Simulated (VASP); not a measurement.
Wanted: the native input for a VASP 6.6.1 run.

- Task: single point
- Functional: r2SCAN
- Potentials or basis: VASP PAW PBE potentials, release 64 (In_d, P)
- Cutoff: 520 eV
- k mesh: 6 × 6 × 6
- Occupations: gaussian, width 0.15 eV
- Spin: no spin polarisation
- Dipole correction: no
- Further INCAR settings: ALGO = Normal; EDIFF = 1e-07; NBANDS = 38

InP3:

```
CELL_PARAMETERS angstrom
3.74150 2.16016 3.47033
-3.74150 2.16016 3.47033
0.00000 -4.32031 3.47033
ATOMIC_POSITIONS crystal
In 0.27025 0.27025 0.27025
In 0.72975 0.72975 0.72975
P 0.79829 0.24470 0.79829
P 0.79829 0.79829 0.24470
P 0.24470 0.79829 0.79829
P 0.20171 0.75530 0.20171
P 0.75530 0.20171 0.20171
P 0.20171 0.20171 0.75530
```

This cell differs from its parent crystal: strain +0.0300 x Voigt [0, 0, 1, 0, 0, 0].

The input as run:

POSCAR

```
InP3
1.0
    3.7414989627      2.1601554333      3.4703295363
   -3.7414989627      2.1601554333      3.4703295363
    0.0000000000     -4.3203108666      3.4703295363
In P
2 6
Direct
    0.2702519987      0.2702519987      0.2702519987
    0.7297480013      0.7297480013      0.7297480013
    0.7982893840      0.2446976857      0.7982893840
    0.7982893840      0.7982893840      0.2446976857
    0.2446976857      0.7982893840      0.7982893840
    0.2017106160      0.7553023143      0.2017106160
    0.7553023143      0.2017106160      0.2017106160
    0.2017106160      0.2017106160      0.7553023143
```

INCAR.step1

```
SYSTEM = InP3
ALGO     = Normal         ! electronic algorithm
EDIFF    = 1E-4           ! SCF threshold, eV
ENCUT    = 520            ! plane-wave cutoff, eV
GGA      = PE             ! functional
ISMEAR   = 0              ! smearing method
LASPH    = .TRUE.         ! aspherical terms in the spheres
LCHARG   = .FALSE.        ! write CHGCAR
LREAL    = .FALSE.        ! projectors in reciprocal space
LWAVE    = .TRUE.         ! write WAVECAR
NBANDS   = 38             ! bands
NELM     = 100            ! most SCF steps
PREC     = Accurate       ! precision mode
SIGMA    = 0.15           ! smearing width, eV
```

INCAR.step2

```
SYSTEM = InP3
ALGO     = Normal         ! electronic algorithm
EDIFF    = 1E-7           ! SCF threshold, eV
ENCUT    = 520            ! plane-wave cutoff, eV
ISIF     = 2              ! what is computed and relaxed
ISMEAR   = 0              ! smearing method
ISTART   = 1            
LASPH    = .TRUE.         ! aspherical terms in the spheres
LCHARG   = .TRUE.         ! write CHGCAR
LELF     = .TRUE.         ! ELF
LMIXTAU  = .TRUE.       
LREAL    = .FALSE.        ! projectors in reciprocal space
LVHAR    = .TRUE.       
LWAVE    = .FALSE.        ! write WAVECAR
METAGGA  = R2SCAN         ! meta-GGA
NBANDS   = 38             ! bands
NELM     = 100            ! most SCF steps
PREC     = Accurate       ! precision mode
SIGMA    = 0.15           ! smearing width, eV
```

KPOINTS

```
k-points
0
G
  6 6 6
  0 0 0
```

Potentials or basis: VASP PAW PBE potentials, release 64 (In_d, P).

Run with:

```console
$ cat potpaw_PBE.64/In_d/POTCAR potpaw_PBE.64/P/POTCAR > POTCAR
$ cp INCAR.step1 INCAR
$ mpirun -np 1 vasp_std > vasp.out
$ cp INCAR.step2 INCAR
$ mpirun -np 1 vasp_std > vasp.out
```

It gave:

The pressure is -2.1 GPa, the largest force is 0.389 eV/Å and the band gap on the k mesh is zero (bands 28 and 29 overlap by 0.58 eV).

Caveat: the cell differs from its parent crystal (strain +0.0300 x Voigt [0, 0, 1, 0, 0, 0]); semilocal functionals underestimate gaps, and a narrow one can read as zero; the PAW data sets were made with another functional, which shifts forces and pressure a little; spin-orbit coupling is left out, which moves the levels of the heavy elements.

Run time: 14 min on 1 thread of Oxide Virtual Turin-like Processor, on a shared host, peak memory 0.35 GiB.
